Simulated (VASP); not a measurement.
# OsPd (P4/mmm) in VASP: notebook

OsPd is run at these levels: PBE; tasks: single point, relaxation of cell and atoms.

Everything below comes from runs of VASP 6.6.1. Logs are shortened: lines on timing, memory, paths and dates and some standing lists are left out, and cuts for length are marked.

## (1) The cell of the first run

The structure is tetragonal, space group P4/mmm (No. 123). The conventional cell has a = 2.685 Å, b = 2.685 Å, c = 3.994 Å, α = 90.00°, β = 90.00°, γ = 90.00°. Within 3.5 Å of Os (site symmetry 4/mmm) lie 4 Os at 2.69 Å and 8 Pd at 2.76 Å. Pd (site symmetry 4/mmm) has 4 Pd at 2.69 Å and 8 Os at 2.76 Å within 3.5 Å.

## (2) Single point, PBE

INCAR reads:

```
  PREC = Accurate
  ENCUT = 520
  EDIFF = 1E-6
  ISMEAR = 1
  SIGMA = 0.0343
  LREAL = False
  LASPH = True
  NELM = 60
  ALGO = Normal
  ISIF = 2
  LWAVE = False
  LCHARG = False
  GGA = PE
  NBANDS = 26
```

KPOINTS reads:

```
Automatic mesh
0
Gamma
  7 7 8
```

POSCAR reads:

```
OsPd
1.0
    3.7973931524      0.0000000000      0.0000000000
    0.0000000000      3.7973931524      0.0000000000
    0.0000000000      0.0000000000      3.9936854683
Os Pd
2 2
Direct
    0.0000000000      0.0000000000      0.0000000000
    0.5000000000      0.5000000000      0.0000000000
    0.0000000000      0.5000000000      0.5000000000
    0.5000000000      0.0000000000      0.5000000000
```

Potentials or basis: VASP PAW PBE potentials, release 64 (Os, Pd).

The run is started by

```console
cat potpaw_PBE.64/Os/POTCAR potpaw_PBE.64/Pd/POTCAR > POTCAR
mpirun -np 1 vasp_std > vasp.out
```

OUTCAR:

```text
PREC = Accurate
   ENCUT = 520
   EDIFF = 1E-6
   ISMEAR = 1
   LREAL = False
   LASPH = True
   NELM = 60
   ISIF = 2
   GGA = PE

 ion  position               nearest neighbor table
   1  0.000  0.000  0.000-   2 2.69   2 2.69   2 2.69   2 2.69   4 2.76   3 2.76   3 2.76   3 2.76
                             4 2.76   4 2.76   4 2.76   3 2.76
   2  0.500  0.500  0.000-   1 2.69   1 2.69   1 2.69   1 2.69   4 2.76   3 2.76   4 2.76   4 2.76
                             4 2.76   3 2.76   3 2.76   3 2.76
   3  0.000  0.500  0.500-   4 2.69   4 2.69   4 2.69   4 2.69   2 2.76   1 2.76   2 2.76   1 2.76
                             2 2.76   1 2.76   2 2.76   1 2.76
   4  0.500  0.000  0.500-   3 2.69   3 2.69   3 2.69   3 2.69   2 2.76   2 2.76   2 2.76   2 2.76
                             1 2.76   1 2.76   1 2.76   1 2.76

  LATTYP: Found a simple tetragonal cell.
 ALAT       =     3.7973931524
 C/A-ratio  =     1.0516913335

  Lattice vectors:

 A1 = (   3.7973931524,   0.0000000000,   0.0000000000)
 A2 = (   0.0000000000,   3.7973931524,   0.0000000000)
 A3 = (   0.0000000000,   0.0000000000,   3.9936854683)

Analysis of symmetry for initial positions (statically):
=====================================================================
 Subroutine PRICEL returns following result:

  LATTYP: Found a simple tetragonal cell.
 ALAT       =     2.6851624489
 C/A-ratio  =     1.4873161473

  Lattice vectors:

 A1 = (   1.8986965762,  -1.8986965762,   0.0000000000)
 A2 = (   1.8986965762,   1.8986965762,   0.0000000000)
 A3 = (   0.0000000000,   0.0000000000,   3.9936854683)

   2 primitive cells build up your supercell.

 Routine SETGRP: Setting up the symmetry group for a
 simple tetragonal supercell.

 Subroutine GETGRP returns: Found 16 space group operations
 (whereof 16 operations were pure point group operations)
 out of a pool of 16 trial point group operations.

The static configuration has the point symmetry D_4h.

Analysis of symmetry for dynamics (positions and initial velocities):
=====================================================================
 Subroutine PRICEL returns following result:

  LATTYP: Found a simple tetragonal cell.
 ALAT       =     2.6851624489
 C/A-ratio  =     1.4873161473

  Lattice vectors:

 A1 = (   1.8986965762,  -1.8986965762,   0.0000000000)
 A2 = (   1.8986965762,   1.8986965762,   0.0000000000)
 A3 = (   0.0000000000,   0.0000000000,   3.9936854683)

   2 primitive cells build up your supercell.

 Routine SETGRP: Setting up the symmetry group for a
 simple tetragonal supercell.

 Subroutine GETGRP returns: Found 16 space group operations
 (whereof 16 operations were pure point group operations)
 out of a pool of 16 trial point group operations.

The dynamic configuration has the point symmetry D_4h.

 Subroutine INISYM returns: Found 16 space group operations
 (whereof 16 operations are pure point group operations),
 and found     2 'primitive' translations

----------------------------------------------------------------------------------------

                                     Primitive cell

  volume of cell :      28.7949

  direct lattice vectors                    reciprocal lattice vectors
     1.898696576 -1.898696576  0.000000000     0.263338548 -0.263338548  0.000000000
     1.898696576  1.898696576  0.000000000     0.263338548  0.263338548  0.000000000
     0.000000000  0.000000000  3.993685468     0.000000000  0.000000000  0.250395282

  length of vectors
     2.685162449  2.685162449  3.993685468     0.372416946  0.372416946  0.250395282

  position of ions in fractional coordinates (direct lattice)
     0.000000000  0.000000000  0.000000000
     0.500000000  0.500000000  0.500000000

  ion indices of the primitive-cell ions
   primitive index   ion index
                 1           1
                 2           3

----------------------------------------------------------------------------------------

 KPOINTS: Automatic mesh

Automatic generation of k-mesh.
 Grid dimensions read from file:
 generate k-points for:    7    7    8

 Generating k-lattice:

  Cartesian coordinates                     Fractional coordinates (reciprocal lattice)
     0.037619793  0.000000000  0.000000000     0.142857143  0.000000000  0.000000000
     0.000000000  0.037619793  0.000000000     0.000000000  0.142857143  0.000000000
     0.000000000  0.000000000  0.031299410     0.000000000  0.000000000  0.125000000

  Length of vectors
     0.037619793  0.037619793  0.031299410

  Shift w.r.t. Gamma in fractional coordinates (k-lattice)
     0.000000000  0.000000000  0.000000000

 Subroutine IBZKPT returns following result:
 ===========================================

 Found     50 irreducible k-points:

 Following reciprocal coordinates:
            Coordinates               Weight
  0.000000  0.000000  0.000000      1.000000
  0.142857  0.000000  0.000000      4.000000
  0.285714  0.000000  0.000000      4.000000
  0.428571  0.000000  0.000000      4.000000
  0.142857  0.142857  0.000000      4.000000
  0.285714  0.142857  0.000000      8.000000
[... 16 lines left out ...]
  0.285714  0.000000  0.250000      8.000000
  0.428571  0.000000  0.250000      8.000000
 [... further k-points ...]
   k-points           NKPTS =     50   k-points in BZ     NKDIM =     50   number of bands    NBANDS=     26
   number of dos      NEDOS =    301   number of ions     NIONS =      4
   total plane-waves  NPLWV =  23520
   dimension x,y,z NGX =    28 NGY =   28 NGZ =   30
   dimension x,y,z NGXF=    56 NGYF=   56 NGZF=   60
   ions per type =               2   2
   NGX,Y,Z   is equivalent  to a cutoff of  12.26, 12.26, 12.49 a.u.
   NGXF,Y,Z  is equivalent  to a cutoff of  24.52, 24.52, 24.98 a.u.
 SYSTEM =  unknown system
   PREC   = accura    normal or accurate (medium, high low for compatibility)
   ISTART =      0    job   : 0-new  1-cont  2-samecut
   ICHARG =      2    charge: 1-file 2-atom 10-const
   ISPIN  =      1    spin polarized calculation?
   LNONCOLLINEAR =      F non collinear calculations
   LSORBIT =      F    spin-orbit coupling
   LASPH  =      T    aspherical Exc in radial PAW
   ENCUT  =  520.0 eV  38.22 Ry    6.18 a.u.   7.06  7.06  7.43*2*pi/ulx,y,z
   NELM   =     60;   NELMIN=  2; NELMDL= -5     # of ELM steps
   EDIFF  = 0.1E-05   stopping-criterion for ELM
   LREAL  =      F    real-space projection
   EDIFFG = 0.1E-04   stopping-criterion for IOM
   NSW    =      0    number of steps for IOM
   IBRION =     -1    ionic relax: 0-MD 1-quasi-New 2-CG
   NFREE  =      0    steps in history (QN), initial steepest desc. (CG)
   ISIF   =      2    stress and relaxation
   ISYM   =      2    0-nonsym 1-usesym 2-fastsym
   POTIM  = 0.5000    time-step for ionic-motion
   TEBEG  =    0.0;   TEEND  =   0.0 temperature during run
   PSTRESS=    0.0 pullay stress
   NELECT =      36.0000    total number of electrons
   NUPDOWN=      -1.0000    fix difference up-down
   EMIN   =  10.00;   EMAX   =-10.00  energy-range for DOS
   EFERMI =   0.00;   METHOD = LEGACY
   ISMEAR =     1;   SIGMA  =   0.03  broadening in eV -4-tet -1-fermi 0-gaus
   EFERMI_NEDOS =   21; number of points for ismear=-14 and -15
   IALGO  =     38    algorithm
   IMIX   =      4    mixing-type and parameters
     AMIX     =   0.40;   BMIX     =  1.00
     AMIX_MAG =   1.60;   BMIX_MAG =  1.00
  volume/ion in A,a.u.               =      14.40        97.16
  Fermi-wavevector in a.u.,A,eV,Ry     =   1.399783  2.645206 26.659147  1.959392
  Thomas-Fermi vector in A             =   2.522808
   LORBIT       =      0    0 simple, 1 ext, 2 COOP (PROOUT), +10 PAW based schemes
   GGA     = PE    functional components
   LHFCALC =     F    Hartree Fock is set to
   AEXX    =    0.0000 exact exchange contribution
   IVDW    =     0    specifies the selected vdW correction
   LEPSILON=     F    determine dielectric tensor
   LRPA    =     F    only Hartree local field effects (RPA)
 non-spin polarized calculation
 Methfessel and Paxton  Order N= 1 SIGMA  =   0.03
  energy-cutoff  :      520.00
  volume of cell :       57.59
 maximum number of plane-waves:      1568
   NGX = 15   NGY = 15   NGZ = 15

 number of electron      35.9999990 magnetization

 Free energy of the ion-electron system (eV)
  ---------------------------------------------------
  ext. energy  EPLUGINS =         0.00000000
  ---------------------------------------------------
  free energy    TOTEN  =       -31.39118271 eV

  energy without entropy =      -31.39133899  energy(sigma->0) =      -31.39123480

 E-fermi :   9.9453     XC(G=0): -13.6433

 val. band max:        9.9400636644   @ k =   0.2857   0.0000   0.1250
 cond. band min:       9.9596940857   @ k =   0.1429   0.1429   0.0000
 fundamental gap:      0.0196304214
 Fermi energy:         9.9453238770

 k-point     1 :       0.0000    0.0000    0.0000
  band No.  band energies     occupation
      1       0.4862      2.00000
      2       2.9944      2.00000
      3       3.1821      2.00000
      4       3.2410      2.00000
      5       3.5716      2.00000
      6       3.5716      2.00000
[... 18 lines left out ...]
     25      20.3108      0.00000
     26      20.9270      0.00000

 k-point     2 :       0.1429    0.0000    0.0000
  band No.  band energies     occupation
      1       0.7837      2.00000
      2       3.1830      2.00000
      3       3.3896      2.00000
      4       3.3993      2.00000
      5       3.6938      2.00000
      6       3.7370      2.00000
[... 18 lines left out ...]
     25      20.0162      0.00000
     26      20.4208      0.00000

 k-point     3 :       0.2857    0.0000    0.0000
  band No.  band energies     occupation
      1       1.6221      2.00000
      2       3.5529      2.00000
      3       3.8883      2.00000
      4       3.9345      2.00000
      5       4.0472      2.00000
      6       4.2282      2.00000
[... 18 lines left out ...]
     25      19.4711      0.00000
     26      19.5383      0.00000

 k-point     4 :       0.4286    0.0000    0.0000
  band No.  band energies     occupation
      1       2.7725      2.00000
      2       3.5904      2.00000
      3       4.4700      2.00000
      4       4.4969      2.00000
      5       4.5907      2.00000
      6       5.0250      2.00000
[... 18 lines left out ...]
     25      19.0909      0.00000
     26      19.1057      0.00000

 k-point     5 :       0.1429    0.1429    0.0000
  band No.  band energies     occupation
      1       1.0636      2.00000
      2       3.3873      2.00000
      3       3.5349      2.00000
      4       3.5494      2.00000
      5       3.8501      2.00000
      6       3.8510      2.00000
[... 18 lines left out ...]
     25      19.4899      0.00000
     26      21.1429      0.00000

 k-point     6 :       0.2857    0.1429    0.0000
  band No.  band energies     occupation
      1       1.8556      2.00000
      2       3.7803      2.00000
      3       3.9745      2.00000
      4       4.0390      2.00000
      5       4.1775      2.00000
      6       4.3164      2.00000
[... 427 lines left out ...]
 k-point    21 :       0.0000    0.0000    0.2500
  band No.  band energies     occupation
      1       1.1997      2.00000
      2       3.5126      2.00000
      3       3.5149      2.00000
      4       3.7440      2.00000
      5       3.9545      2.00000
      6       4.1197      2.00000
[... 18 lines left out ...]
     25      19.9640      0.00000
     26      20.5556      0.00000

 k-point    22 :       0.1429    0.0000    0.2500
  band No.  band energies     occupation
      1       1.4733      2.00000
      2       3.6734      2.00000
      3       3.7322      2.00000
      4       3.8401      2.00000
      5       4.1265      2.00000
      6       4.2220      2.00000
[... 18 lines left out ...]
     25      18.6574      0.00000
     26      20.8884      0.00000

 k-point    23 :       0.2857    0.0000    0.2500
  band No.  band energies     occupation
      1       2.2366      2.00000
      2       4.0631      2.00000
      3       4.1235      2.00000
      4       4.3188      2.00000
      5       4.5142      2.00000
      6       4.6234      2.00000
[... 18 lines left out ...]
     25      18.2465      0.00000
     26      21.4234      0.00000

 k-point    24 :       0.4286    0.0000    0.2500
  band No.  band energies     occupation
      1       3.2822      2.00000
      2       4.1103      2.00000
      3       4.6236      2.00000
      4       4.9485      2.00000
      5       4.9540      2.00000
      6       5.3004      2.00000
[... 18 lines left out ...]
     25      20.0873      0.00000
     26      21.3091      0.00000

 [... further k-points ...]
[... 5 lines left out ...]
  --------------------------------------------------------------------------------------
  -------------------------------------------------------------------------------------
  Total        1.6358716      1.6358716      1.6606226      0.0000000      0.0000000      0.0000000
  in kB       45.5108357     45.5108357     46.1994208      0.0000000      0.0000000      0.0000000
  external PRESSURE =      45.7403641 kB  Pullay stress =       0.0000000 kB

 VOLUME and BASIS-vectors are now :
 -----------------------------------------------------------------------------
  energy-cutoff  :      520.00
  volume of cell :       57.59
      direct lattice vectors                 reciprocal lattice vectors
     3.797393152  0.000000000  0.000000000     0.263338548  0.000000000  0.000000000
     0.000000000  3.797393152  0.000000000     0.000000000  0.263338548  0.000000000
     0.000000000  0.000000000  3.993685468     0.000000000  0.000000000  0.250395282

 POSITION                                       TOTAL-FORCE (eV/Angst)
 -----------------------------------------------------------------------------------
      0.00000      0.00000      0.00000        -0.000000      0.000000      0.000000
      1.89870      1.89870      0.00000         0.000000      0.000000      0.000000
      0.00000      1.89870      1.99684        -0.000000      0.000000     -0.000000
      1.89870      0.00000      1.99684        -0.000000      0.000000      0.000000
 -----------------------------------------------------------------------------------
    total drift:                                0.000000      0.000000      0.000000

  FREE ENERGIE OF THE ION-ELECTRON SYSTEM (eV)
  ---------------------------------------------------
  free  energy   TOTEN  =       -31.3911827073 eV

  energy  without entropy=      -31.3913389929  energy(sigma->0) =      -31.39123480
```

Run time: 30 s. Hardware: 1 thread of Intel Xeon 6975P-C (Granite Rapids), shared host; peak memory 0.2 GiB.

Results:

```yaml
Free_energy: -31.3912 eV
Pressure: 4.6 GPa
Band_gap_on_the_k_mesh: zero (band 18 reaches 11.30 eV, above the bottom of band 19 at 8.94 eV)
```

Caveat: spin-orbit coupling is left out, which moves the levels of the heavy elements.

## (3) Relaxation of cell and atoms, PBE, target pressure 5 GPa, at which the enthalpy is minimised

This run uses another cell than the first one, of 11.73 Å³/atom, 0.815 times its volume.

INCAR reads:

```
PREC     = Accurate       # precision mode
ENCUT    = 600            # plane-wave cutoff, eV
EDIFF    = 1E-6           # SCF threshold, eV
ISMEAR   = 1              # smearing method
SIGMA    = 0.0343         # smearing width, eV
LREAL    = F              # projectors in reciprocal space
LASPH    = T              # aspherical terms in the spheres
NELM     = 80             # most SCF steps
ALGO     = Normal         # electronic algorithm
ISIF     = 3              # what is computed and relaxed
LWAVE    = F              # write WAVECAR
LCHARG   = F              # write CHGCAR
GGA      = PE             # functional
IBRION   = 2              # ionic algorithm
NSW      = 100            # ionic steps
EDIFFG   = -0.01          # ionic threshold
PSTRESS  = 50.0
```

KPOINTS reads:

```
regular mesh
0
Gamma
  7 7 8
```

POSCAR reads:

```
OsPd
1.0
    3.7904640000      0.0000000000      0.0000000000
    0.0000000000      3.7904640000      0.0000000000
    0.0000000000      0.0000000000      3.2659030000
Os Pd
2 2
Direct
    0.0000000000      0.0000000000      0.0000000000
    0.5000000000      0.5000000000      0.0000000000
    0.0000000000      0.5000000000      0.5000000000
    0.5000000000      0.0000000000      0.5000000000
```

Potentials or basis: VASP PAW PBE potentials, release 64 (Os, Pd).

The run is started by

```console
cat potpaw_PBE.64/Os/POTCAR potpaw_PBE.64/Pd/POTCAR > POTCAR
mpirun -np 1 vasp_std > vasp.out
```

Wall time 24 min (1 thread of AMD EPYC 7R13, shared host); peak memory 0.19 GiB.

It converged, with:

```
Free energy                                            : -31.3818 eV
Relaxed volume                                         : 14.38 Å³/atom
Relaxed cell                                           : a = 3.796 Å, b = 3.796 Å, c = 3.992 Å, α = 90.00°, β = 90.00°, γ = 90.00°
Space group after relaxing (to 0.05 Å)                 : P4/mmm (No. 123)
Energy change on relaxing (the enthalpy is what falls) : -998.5 meV/atom
Ionic steps                                            : 16
Pressure after relaxing                                : 5.0 GPa
Band gap on the k mesh                                 : zero (band 18 reaches 11.33 eV, above the bottom of band 19 at 8.96 eV)
```

Step by step:
```
step  energy change (eV)  largest force (eV/Å)  pressure (GPa)  volume (Å³)
   1              0.0000                0.0000          110.59        46.92
   2              8.6732                0.0000          -27.90       121.10
   3              0.6350                0.0000          -38.12        83.01
   4             -2.7716                0.0000          -24.92        66.60
   5             -3.0209                0.0000           26.97        54.30
   6             -3.4152                0.0000           -1.42        59.07
   7             -3.4034                0.0000            2.77        58.20
   8             -3.3960                0.0000            3.99        57.96
   9             -3.7898                0.0000            4.65        57.58
  10             -3.9597                0.0000            9.25        56.76
  11             -3.9670                0.0000            8.44        56.88
  12             -3.9657                0.0000            8.66        56.84
  13             -3.9895                0.0000           -4.78        59.60
  14             -3.9939                0.0000            5.05        57.51
  15             -3.9935                0.0000            5.13        57.50
  16             -3.9940                0.0000            5.03        57.51
```

Final structure:
```yaml
crystal:
  lattice:
    - [3.79574, 0.00000, 0.00000]
    - [0.00000, 3.79574, 0.00000]
    - [0.00000, 0.00000, 3.99158]
  atoms:
    - { symbol: Os, position: [0.00000, 0.00000, 0.00000] }
    - { symbol: Os, position: [0.50000, 0.50000, 0.00000] }
    - { symbol: Pd, position: [0.00000, 0.50000, 0.50000] }
    - { symbol: Pd, position: [0.50000, 0.00000, 0.50000] }
```

Levels at points of the mesh, in eV from the Fermi level:
```csv
k point,band 15,band 16,band 17,band 18,band 19,band 20,band 21,band 22
"(0.00, 0.00, 0.00)",0.73,0.73,1.29,1.36,1.36,1.61,2.76,2.76
"(0.00, 0.00, 0.50)",-2.23,-1.44,-0.55,-0.36,-0.36,-0.31,1.42,3.41
```

Caveat: the cell is relaxed towards a set pressure, so the enthalpy falls and the energy may rise; the volume moved by over 15 % at a fixed basis, so the end points are rough; spin-orbit coupling is left out, which moves the levels of the heavy elements.
